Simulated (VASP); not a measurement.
Write the native input for VASP 6.6.1 that does the following.

| Item | Value |
| --- | --- |
| Task | single point |
| Functional | PBE |
| Potentials or basis | VASP PAW PBE potentials, release 64 (Al, N) |
| Cutoff | 520 eV |
| k mesh | 5 × 5 × 5 |
| Occupations | fermi-dirac, width 0.02 eV |
| Spin | no spin polarisation |
| Dipole correction | no |
| Further INCAR settings | ALGO = Normal; EDIFF = 1e-06; NBANDS = 11 |

The structure of AlN lies in POSCAR:

```
AlN
1.0
    0.0000000000      2.1839935596      2.1839935596
    2.1839935596      0.0000000000      2.1839935596
    2.1839935596      2.1839935596      0.0000000000
Al N
1 1
Direct
    0.0000000000      0.0000000000      0.0000000000
    0.2500000000      0.2500000000      0.2500000000
```

One way to write it, as run:

INCAR

```
SYSTEM = AlN
ALGO = Normal ; EDIFF = 1E-6
ENCUT = 520 ; GGA = PE
ISIF = 2 ; ISMEAR = -1
LASPH = .TRUE. ; LCHARG = .FALSE.
LREAL = .FALSE. ; LWAVE = .FALSE.
NBANDS = 11 ; NELM = 100
PREC = Accurate ; SIGMA = 0.02
```

KPOINTS

```
k-points
0
G
  5 5 5
  0 0 0
```

Potentials or basis: VASP PAW PBE potentials, release 64 (Al, N).

Launch:

```sh
$ cat potpaw_PBE.64/Al/POTCAR potpaw_PBE.64/N/POTCAR > POTCAR
$ mpirun -np 1 vasp_std > vasp.out
```

It gave:

```json
{
  "Pressure": "4.6 GPa",
  "Band gap on the k mesh": "3.89 eV, indirect (least direct gap 4.19 eV)"
}
```

Caveat: the k points lie up to 0.50 Å⁻¹ apart.

Run time: 4.1 s on 1 thread of Intel Xeon 8259CL, with other jobs on the host, peak memory 0.13 GiB.
